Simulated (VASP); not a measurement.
The system is BiTe.

```
CELL_PARAMETERS angstrom
0.00000 3.27757 3.27757
3.27757 0.00000 3.27757
3.27757 3.27757 0.00000
ATOMIC_POSITIONS crystal
Bi 0.00000 0.00000 0.00000
Te 0.50000 0.50000 0.50000
```

Base run:

- Program: VASP 6.6.1
- Functional: r2SCAN
- Potentials or basis: VASP PAW PBE potentials, release 64 (Bi_d, Te)
- Cutoff: 520 eV
- k mesh: 7 × 7 × 7
- Occupations: fermi-dirac, width 0.05 eV
- Spin: no spin polarisation

Its results: band gap on the k mesh zero (an odd number of electrons rules out a gap without spin polarisation); pressure -1.8 GPa.

Task: The run is repeated on the same cell with these changes: functional from r2SCAN to PBE0; k mesh from 7 × 7 × 7 to 4 × 4 × 4. What comes out?

Result: Band gap on the k mesh zero (an odd number of electrons rules out a gap without spin polarisation); pressure -3.5 GPa.

Several settings changed at once.

Caveats: some runs use coarse meshes; the PAW data sets were made with another functional, which shifts forces and pressure a little; spin-orbit coupling is left out, which moves the levels of the heavy elements.
